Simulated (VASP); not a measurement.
# SrTlW (P-6m2) in VASP: a series of runs, part 2 of 2

VASP 6.6.1. The steps go on from the part before.

### Step 3. Single point, PBE

INCAR reads:

```
PREC = Accurate ; ENCUT = 520
EDIFF = 1E-7 ; ISMEAR = 0
SIGMA = 0.1 ; LREAL = False
LASPH = True ; NELM = 80
ALGO = Fast ; ISIF = 2
LWAVE = False ; LCHARG = False
GGA = PE ; NBANDS = 26
```

KPOINTS reads:

```
regular mesh
0
Gamma
  12 12 16
```

POSCAR reads:

```
SrTlW
1.0
    5.2567282581      0.0000000032      0.0000000000
   -2.6283641318      4.5524602107      0.0000000000
    0.0000000000      0.0000000000      3.0679344533
Sr Tl W
1 1 1
Direct
    0.3333333333      0.6666666667      0.0000000000
    0.6666666667      0.3333333333      0.5000000000
    0.0000000000      0.0000000000      0.5000000000
```

Potentials or basis: VASP PAW PBE potentials, release 64 (Sr_sv, Tl_d, W_sv).

On the command line:

```
$ cat potpaw_PBE.64/Sr_sv/POTCAR potpaw_PBE.64/Tl_d/POTCAR potpaw_PBE.64/W_sv/POTCAR > POTCAR
$ mpirun -np 1 vasp_std > vasp.out
```

OUTCAR:

```text
PREC = Accurate
   ENCUT = 520
   EDIFF = 1E-7
   ISMEAR = 0
   LREAL = False
   LASPH = True
   NELM = 80
   ISIF = 2
   GGA = PE

 ion  position               nearest neighbor table
   1  0.333  0.667  0.000-   3 3.40   3 3.40   2 3.40   2 3.40   2 3.40   2 3.40   3 3.40   3 3.40
                             3 3.40   3 3.40   2 3.40   2 3.40
   2  0.667  0.333  0.500-   3 3.03   3 3.03   3 3.03   1 3.40   1 3.40   1 3.40   1 3.40   1 3.40
                             1 3.40
   3  0.000  0.000  0.500-   2 3.03   2 3.03   2 3.03   1 3.40   1 3.40   1 3.40   1 3.40   1 3.40
                             1 3.40

  LATTYP: Found a hexagonal cell.
 ALAT       =     5.2567282581
 C/A-ratio  =     0.5836205150

  Lattice vectors:

 A1 = (   5.2567282581,   0.0000000032,   0.0000000000)
 A2 = (  -2.6283641318,   4.5524602107,   0.0000000000)
 A3 = (   0.0000000000,   0.0000000000,   3.0679344533)

Analysis of symmetry for initial positions (statically):
=====================================================================
 Subroutine PRICEL returns:
 Original cell was already a primitive cell.

 Routine SETGRP: Setting up the symmetry group for a
 hexagonal supercell.

 Subroutine GETGRP returns: Found 12 space group operations
 (whereof 12 operations were pure point group operations)
 out of a pool of 24 trial point group operations.

The static configuration has the point symmetry D_3h.

Analysis of symmetry for dynamics (positions and initial velocities):
=====================================================================
 Subroutine PRICEL returns:
 Original cell was already a primitive cell.

 Routine SETGRP: Setting up the symmetry group for a
 hexagonal supercell.

 Subroutine GETGRP returns: Found 12 space group operations
 (whereof 12 operations were pure point group operations)
 out of a pool of 24 trial point group operations.

[... 113 lines left out ...]
   NELECT =      37.0000    total number of electrons
   NUPDOWN=      -1.0000    fix difference up-down
   EMIN   =  10.00;   EMAX   =-10.00  energy-range for DOS
   EFERMI =   0.00;   METHOD = LEGACY
   ISMEAR =     0;   SIGMA  =   0.10  broadening in eV -4-tet -1-fermi 0-gaus
   EFERMI_NEDOS =   21; number of points for ismear=-14 and -15
   IALGO  =     68    algorithm
   IMIX   =      4    mixing-type and parameters
     AMIX     =   0.40;   BMIX     =  1.00
     AMIX_MAG =   1.60;   BMIX_MAG =  1.00
  volume/ion in A,a.u.               =      24.47       165.15
  Fermi-wavevector in a.u.,A,eV,Ry     =   1.302785  2.461907 23.092479  1.697249
  Thomas-Fermi vector in A             =   2.433830
   LORBIT       =      0    0 simple, 1 ext, 2 COOP (PROOUT), +10 PAW based schemes
   GGA     = PE    functional components
   LHFCALC =     F    Hartree Fock is set to
   AEXX    =    0.0000 exact exchange contribution
   IVDW    =     0    specifies the selected vdW correction
   LEPSILON=     F    determine dielectric tensor
   LRPA    =     F    only Hartree local field effects (RPA)
 non-spin polarized calculation
 RMM-DIIS sequential band-by-band and
 Gauss-broadening in eV      SIGMA  =   0.10
  energy-cutoff  :      520.00
  volume of cell :       73.42
 maximum number of plane-waves:      2010
 NGX is ok and might be reduce to    40
   NGX = 19   NGY = 19   NGZ = 11

 number of electron      36.9999995 magnetization

 Free energy of the ion-electron system (eV)
  ---------------------------------------------------
  ext. energy  EPLUGINS =         0.00000000
  ---------------------------------------------------
  free energy    TOTEN  =       -13.69421402 eV

  energy without entropy =      -13.67704280  energy(sigma->0) =      -13.68562841

 E-fermi :   6.3500     XC(G=0): -10.8376

 val. band max:        6.3487197950   @ k =   0.4167  -0.0000   0.3125
 cond. band min:       6.3538588306   @ k =   0.1667   0.0833   0.0625
 fundamental gap:      0.0051390356
 Fermi energy:         6.3499579560

 k-point     1 :       0.0000    0.0000    0.0000
  band No.  band energies     occupation
      1     -67.4509      2.00000
      2     -31.6434      2.00000
      3     -31.6434      2.00000
      4     -31.4023      2.00000
      5     -28.7677      2.00000
      6     -10.8392      2.00000
[... 685 lines left out ...]
     25      11.4439      0.00000
     26      12.6811      0.00000

 [... further k-points ...]
[... 5 lines left out ...]
  --------------------------------------------------------------------------------------
  -------------------------------------------------------------------------------------
  Total        0.0595383      0.0595383      0.0775478      0.0000000      0.0000000     -0.0000000
  in kB        1.2992692      1.2992692      1.6922796      0.0000000      0.0000000     -0.0000000
  external PRESSURE =       1.4302727 kB  Pullay stress =       0.0000000 kB

 VOLUME and BASIS-vectors are now :
 -----------------------------------------------------------------------------
  energy-cutoff  :      520.00
  volume of cell :       73.42
      direct lattice vectors                 reciprocal lattice vectors
     5.256728258  0.000000003  0.000000000     0.190232394  0.109830724  0.000000000
    -2.628364132  4.552460211  0.000000000    -0.000000000  0.219661448  0.000000000
     0.000000000  0.000000000  3.067934453     0.000000000  0.000000000  0.325952205

 POSITION                                       TOTAL-FORCE (eV/Angst)
 -----------------------------------------------------------------------------------
     -0.00000      3.03497      0.00000        -0.000000      0.000000      0.000000
      2.62836      1.51749      1.53397         0.000000      0.000000      0.000000
      0.00000      0.00000      1.53397         0.000000     -0.000000      0.000000
 -----------------------------------------------------------------------------------
    total drift:                                0.000000     -0.000000      0.000000

  FREE ENERGIE OF THE ION-ELECTRON SYSTEM (eV)
  ---------------------------------------------------
  free  energy   TOTEN  =       -13.6942140219 eV

  energy  without entropy=      -13.6770427988  energy(sigma->0) =      -13.68562841
```

OSZICAR:

```text
N       E                     dE             d eps       ncg     rms          rms(c)
DAV:   1     0.290477427607E+03    0.29048E+03   -0.20532E+04  9300   0.141E+03
DAV:   2    -0.192934419979E+01   -0.29241E+03   -0.28702E+03 10026   0.383E+02
DAV:   3    -0.144969570352E+02   -0.12568E+02   -0.12355E+02 14120   0.688E+01
[... 27 lines left out ...]
RMM:  31    -0.136942135049E+02   -0.12533E-06   -0.16621E-06  6693   0.212E-03    0.144E-03
RMM:  32    -0.136942137124E+02   -0.20749E-06   -0.23916E-06  6366   0.193E-03    0.135E-03
RMM:  33    -0.136942138078E+02   -0.95359E-07   -0.10681E-06  5382   0.174E-03    0.139E-03
RMM:  34    -0.136942139668E+02   -0.15903E-06   -0.15920E-06  5448   0.163E-03    0.154E-03
RMM:  35    -0.136942140219E+02   -0.55118E-07   -0.68929E-07  5271   0.151E-03
   1 F= -.13694214E+02 E0= -.13685628E+02  d E =-.171712E-01
```

stdout:

```text
[... 40 lines left out ...]
 num prob  num prob  num prob  num prob  num prob  num prob  num prob  num prob  num prob  num prob  num prob  num prob  num prob  num prob  num prob  num prob  num prob  num prob  num prob  num prob  num prob  num prob  num prob  num prob  num prob  num prob  num prob  num prob  num prob  num prob  num prob  num prob  num prob  num prob  num prob  num prob  num prob  num prob  num prob  num prob  num prob  num prob  num prob  num prob  num prob  num prob  num prob  num prob  num prob  num prob  num prob  num prob  num prob  num prob  num prob  num prob  num prob  num prob  num prob  num prob  num prob  num prob  num prob  num prob  num prob  num prob  num prob  num prob  num prob  num prob  num prob  num prob  num prob  num prob  num prob  num prob  num prob  n
```

It took 20 min on 1 thread of Intel Xeon 8259CL, shared host; peak memory 0.47 GiB.

What came out:

- Free energy: -13.6942 eV
- Pressure: 0.1 GPa
- Band gap on the k mesh: zero (an odd number of electrons rules out a gap without spin polarisation)

Levels at points of the mesh, in eV from the Fermi level:
| k point | band 15 | band 16 | band 17 | band 18 | band 19 | band 20 | band 21 | band 22 | band 23 | band 24 |
| --- | --- | --- | --- | --- | --- | --- | --- | --- | --- | --- |
| (0.00, 0.00, 0.00) | -2.66 | -2.16 | -2.16 | 0.15 | 0.59 | 0.59 | 1.72 | 1.72 | 2.29 | 5.69 |
| (0.50, 0.00, 0.00) | -4.54 | -2.08 | -1.40 | -0.70 | 0.26 | 1.67 | 1.69 | 1.78 | 2.95 | 3.67 |
| (0.00, 0.00, 0.50) | -2.57 | -1.62 | -1.62 | -1.38 | -1.38 | 2.59 | 3.00 | 3.00 | 3.75 | 4.59 |
| (0.50, 0.00, 0.50) | -2.66 | -1.68 | -1.15 | -0.47 | 0.10 | 0.21 | 0.43 | 1.40 | 4.23 | 4.77 |

Caveat: spin-orbit coupling is left out, which moves the levels of the heavy elements.

The gap in the log of VASP goes by the Fermi energy; the results here count the filled bands.